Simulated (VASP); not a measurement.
# Cs (Im-3m) in VASP: further runs, part 2 of 3

VASP 6.6.1. Earlier steps stand in the parts before.

### 4 Single point, PBEsol (volume scaled by 0.94)

Input file INCAR:

```
SYSTEM = Cs
ALGO     = Fast           ! electronic algorithm
EDIFF    = 1E-6           ! SCF threshold, eV
ENCUT    = 520            ! plane-wave cutoff, eV
GGA      = PS             ! functional
ISIF     = 2              ! what is computed and relaxed
ISMEAR   = 0              ! smearing method
LASPH    = .TRUE.         ! aspherical terms in the spheres
LCHARG   = .TRUE.         ! write CHGCAR
LELF     = .TRUE.         ! ELF
LREAL    = .FALSE.        ! projectors in reciprocal space
LVHAR    = .TRUE.       
LWAVE    = .FALSE.        ! write WAVECAR
NBANDS   = 10             ! bands
NELM     = 80             ! most SCF steps
PREC     = Accurate       ! precision mode
SIGMA    = 0.1            ! smearing width, eV
```

Input file KPOINTS:

```
k-points
0
G
  10 10 10
  0 0 0
```

Input file POSCAR:

```
Cs
1.0
   -2.9438220861      2.9438220861      2.9438220861
    2.9438220861     -2.9438220861      2.9438220861
    2.9438220861      2.9438220861     -2.9438220861
Cs
1
Direct
    0.0000000000      0.0000000000      0.0000000000
```

Potentials or basis: VASP PAW PBE potentials, release 64 (Cs_sv).

Launch:

```
$ cat potpaw_PBE.64/Cs_sv/POTCAR > POTCAR
$ mpirun -np 1 vasp_std > vasp.out
```

OUTCAR:

```text
SYSTEM = Cs
   EDIFF = 1E-6
   ENCUT = 520
   GGA = PS
   ISIF = 2
   ISMEAR = 0
   LASPH = .TRUE.
   LREAL = .FALSE.
   NELM = 80
   PREC = Accurate

 ion  position               nearest neighbor table
   1  0.000  0.000  0.000-

  LATTYP: Found a body centered cubic cell.
 ALAT       =     5.8876441722

  Lattice vectors:

 A1 = (  -2.9438220861,   2.9438220861,   2.9438220861)
 A2 = (   2.9438220861,  -2.9438220861,   2.9438220861)
 A3 = (   2.9438220861,   2.9438220861,  -2.9438220861)

Analysis of symmetry for initial positions (statically):
=====================================================================
 Subroutine PRICEL returns:
 Original cell was already a primitive cell.

 Routine SETGRP: Setting up the symmetry group for a
 body centered cubic supercell.

 Subroutine GETGRP returns: Found 48 space group operations
 (whereof 48 operations were pure point group operations)
 out of a pool of 48 trial point group operations.

The static configuration has the point symmetry O_h .

Analysis of symmetry for dynamics (positions and initial velocities):
=====================================================================
 Subroutine PRICEL returns:
 Original cell was already a primitive cell.

 Routine SETGRP: Setting up the symmetry group for a
 body centered cubic supercell.

 Subroutine GETGRP returns: Found 48 space group operations
 (whereof 48 operations were pure point group operations)
 out of a pool of 48 trial point group operations.

The dynamic configuration has the point symmetry O_h .

 Subroutine INISYM returns: Found 48 space group operations
 (whereof 48 operations are pure point group operations),
 and found     1 'primitive' translations

----------------------------------------------------------------------------------------

                                     Primitive cell

  volume of cell :     102.0457

  direct lattice vectors                    reciprocal lattice vectors
    -2.943822086  2.943822086  2.943822086     0.000000000  0.169847221  0.169847221
     2.943822086 -2.943822086  2.943822086     0.169847221  0.000000000  0.169847221
     2.943822086  2.943822086 -2.943822086     0.169847221  0.169847221  0.000000000

  length of vectors
     5.098849422  5.098849422  5.098849422     0.240200243  0.240200243  0.240200243

  position of ions in fractional coordinates (direct lattice)
     0.000000000  0.000000000  0.000000000

  ion indices of the primitive-cell ions
   primitive index   ion index
                 1           1

----------------------------------------------------------------------------------------

 KPOINTS: k-points

Automatic generation of k-mesh.
 Grid dimensions read from file:
 generate k-points for:   10   10   10

 Generating k-lattice:

  Cartesian coordinates                     Fractional coordinates (reciprocal lattice)
     0.000000000  0.016984722  0.016984722     0.100000000  0.000000000  0.000000000
     0.016984722  0.000000000  0.016984722     0.000000000  0.100000000  0.000000000
     0.016984722  0.016984722  0.000000000     0.000000000  0.000000000  0.100000000

  Length of vectors
     0.024020024  0.024020024  0.024020024

  Shift w.r.t. Gamma in fractional coordinates (k-lattice)
     0.000000000  0.000000000  0.000000000

 Subroutine IBZKPT returns following result:
 ===========================================

 Found     47 irreducible k-points:

 Following reciprocal coordinates:
            Coordinates               Weight
  0.000000  0.000000  0.000000      1.000000
  0.100000  0.000000  0.000000     12.000000
  0.200000  0.000000  0.000000     12.000000
  0.300000  0.000000  0.000000     12.000000
  0.400000  0.000000  0.000000     12.000000
  0.500000  0.000000  0.000000      6.000000
[... 16 lines left out ...]
  0.300000  0.300000  0.100000      8.000000
 -0.300000  0.300000  0.100000     24.000000
 [... further k-points ...]
   k-points           NKPTS =     47   k-points in BZ     NKDIM =     47   number of bands    NBANDS=     10
   number of dos      NEDOS =    301   number of ions     NIONS =      1
   total plane-waves  NPLWV =  64000
   dimension x,y,z NGX =    40 NGY =   40 NGZ =   40
   dimension x,y,z NGXF=    80 NGYF=   80 NGZF=   80
   ions per type =               1
   NGX,Y,Z   is equivalent  to a cutoff of  13.04, 13.04, 13.04 a.u.
   NGXF,Y,Z  is equivalent  to a cutoff of  26.08, 26.08, 26.08 a.u.
 SYSTEM =  Cs
   PREC   = accura    normal or accurate (medium, high low for compatibility)
   ISTART =      0    job   : 0-new  1-cont  2-samecut
   ICHARG =      2    charge: 1-file 2-atom 10-const
   ISPIN  =      1    spin polarized calculation?
   LNONCOLLINEAR =      F non collinear calculations
   LSORBIT =      F    spin-orbit coupling
   LASPH  =      T    aspherical Exc in radial PAW
   ENCUT  =  520.0 eV  38.22 Ry    6.18 a.u.   9.48  9.48  9.48*2*pi/ulx,y,z
   NELM   =     80;   NELMIN=  2; NELMDL= -5     # of ELM steps
   EDIFF  = 0.1E-05   stopping-criterion for ELM
   LREAL  =      F    real-space projection
   EDIFFG = 0.1E-04   stopping-criterion for IOM
   NSW    =      0    number of steps for IOM
   IBRION =     -1    ionic relax: 0-MD 1-quasi-New 2-CG
   NFREE  =      0    steps in history (QN), initial steepest desc. (CG)
   ISIF   =      2    stress and relaxation
   ISYM   =      2    0-nonsym 1-usesym 2-fastsym
   POTIM  = 0.5000    time-step for ionic-motion
   TEBEG  =    0.0;   TEEND  =   0.0 temperature during run
   PSTRESS=    0.0 pullay stress
   NELECT =       9.0000    total number of electrons
   NUPDOWN=      -1.0000    fix difference up-down
   EMIN   =  10.00;   EMAX   =-10.00  energy-range for DOS
   EFERMI =   0.00;   METHOD = LEGACY
   ISMEAR =     0;   SIGMA  =   0.10  broadening in eV -4-tet -1-fermi 0-gaus
   EFERMI_NEDOS =   21; number of points for ismear=-14 and -15
   IALGO  =     68    algorithm
   IMIX   =      4    mixing-type and parameters
     AMIX     =   0.40;   BMIX     =  1.00
     AMIX_MAG =   1.60;   BMIX_MAG =  1.00
  volume/ion in A,a.u.               =     102.05       688.64
  Fermi-wavevector in a.u.,A,eV,Ry     =   0.728715  1.377071  7.225032  0.531025
  Thomas-Fermi vector in A             =   1.820257
   LORBIT       =      0    0 simple, 1 ext, 2 COOP (PROOUT), +10 PAW based schemes
   GGA     = PS    functional components
   LHFCALC =     F    Hartree Fock is set to
   AEXX    =    0.0000 exact exchange contribution
   IVDW    =     0    specifies the selected vdW correction
   LEPSILON=     F    determine dielectric tensor
   LRPA    =     F    only Hartree local field effects (RPA)
 non-spin polarized calculation
 RMM-DIIS sequential band-by-band and
 Gauss-broadening in eV      SIGMA  =   0.10
  energy-cutoff  :      520.00
  volume of cell :      102.05
 maximum number of plane-waves:      2771
 NGX is ok and might be reduce to    40
   NGX = 19   NGY = 19   NGZ = 19

 number of electron       9.0000002 magnetization

 Free energy of the ion-electron system (eV)
  ---------------------------------------------------
  ext. energy  EPLUGINS =         0.00000000
  ---------------------------------------------------
  free energy    TOTEN  =        -0.93999747 eV

  energy without entropy =       -0.93054813  energy(sigma->0) =       -0.93527280

 E-fermi :   0.6844     XC(G=0):  -5.7976

 val. band max:        0.6798493652   @ k =   0.4000   0.1000   0.0000
 cond. band min:       0.7166389134   @ k =   0.3000   0.2000   0.0000
 fundamental gap:      0.0367895482
 Fermi energy:         0.6844055177

 k-point     1 :       0.0000    0.0000    0.0000
  band No.  band energies     occupation
      1     -23.0989      2.00000
      2      -9.7955      2.00000
      3      -9.7955      2.00000
      4      -9.7955      2.00000
      5      -1.1270      2.00000
      6       3.2486      0.00000
      7       3.2486      0.00000
      8       3.2486      0.00000
      9       4.2156      0.00000
     10       4.2156      0.00000

 k-point     2 :       0.1000    0.0000    0.0000
  band No.  band energies     occupation
      1     -23.0978      2.00000
      2      -9.8163      2.00000
      3      -9.8020      2.00000
      4      -9.7955      2.00000
      5      -1.0018      2.00000
      6       3.1153      0.00000
      7       3.1316      0.00000
      8       3.3759      0.00000
      9       4.0218      0.00000
     10       4.1910      0.00000
[... 274 lines left out ...]
 k-point    24 :      -0.3000    0.3000    0.1000
  band No.  band energies     occupation
      1     -23.0902      2.00000
      2      -9.9306      2.00000
      3      -9.8470      2.00000
      4      -9.8115      2.00000
      5      -0.0268      2.00000
      6       2.2024      0.00000
      7       2.6525      0.00000
      8       3.5489      0.00000
      9       4.3099      0.00000
     10       4.6297      0.00000

 [... further k-points ...]
[... 5 lines left out ...]
  --------------------------------------------------------------------------------------
  -------------------------------------------------------------------------------------
  Total        0.0792687      0.0792687      0.0792687      0.0000000      0.0000000     -0.0000000
  in kB        1.2445648      1.2445648      1.2445648      0.0000000      0.0000000     -0.0000000
  external PRESSURE =       1.2445648 kB  Pullay stress =       0.0000000 kB

 VOLUME and BASIS-vectors are now :
 -----------------------------------------------------------------------------
  energy-cutoff  :      520.00
  volume of cell :      102.05
      direct lattice vectors                 reciprocal lattice vectors
    -2.943822086  2.943822086  2.943822086     0.000000000  0.169847221  0.169847221
     2.943822086 -2.943822086  2.943822086     0.169847221  0.000000000  0.169847221
     2.943822086  2.943822086 -2.943822086     0.169847221  0.169847221  0.000000000

 POSITION                                       TOTAL-FORCE (eV/Angst)
 -----------------------------------------------------------------------------------
      0.00000      0.00000      0.00000        -0.000000     -0.000000      0.000000
 -----------------------------------------------------------------------------------
    total drift:                               -0.000000      0.000000     -0.000000

  FREE ENERGIE OF THE ION-ELECTRON SYSTEM (eV)
  ---------------------------------------------------
  free  energy   TOTEN  =        -0.9399974652 eV

  energy  without entropy=       -0.9305481279  energy(sigma->0) =       -0.93527280
```

Run time: 27 s. Hardware: 1 thread of Intel Xeon Platinum 8488C (Sapphire Rapids), shared host; peak memory 0.25 GiB.

What came out:

```
Free energy : -0.9400 eV
Pressure    : 0.1 GPa
```

Levels at points of the mesh, in eV from the Fermi level:
```csv
k point,band 2,band 3,band 4,band 5,band 6,band 7,band 8,band 9
"(0.00, 0.00, 0.00)",-10.48,-10.48,-10.48,-1.81,2.56,2.56,2.56,3.53
"(0.50, 0.00, 0.00)",-10.69,-10.55,-10.48,-0.03,1.01,1.62,3.40,4.05
"(0.50, 0.50, 0.50)",-10.63,-10.63,-10.63,0.54,0.54,3.32,3.32,3.32
```

Caveat: the PAW data sets were made with another functional, which shifts forces and pressure a little; spin-orbit coupling is left out, which moves the levels of the heavy elements.

[end of part 2 of 3]
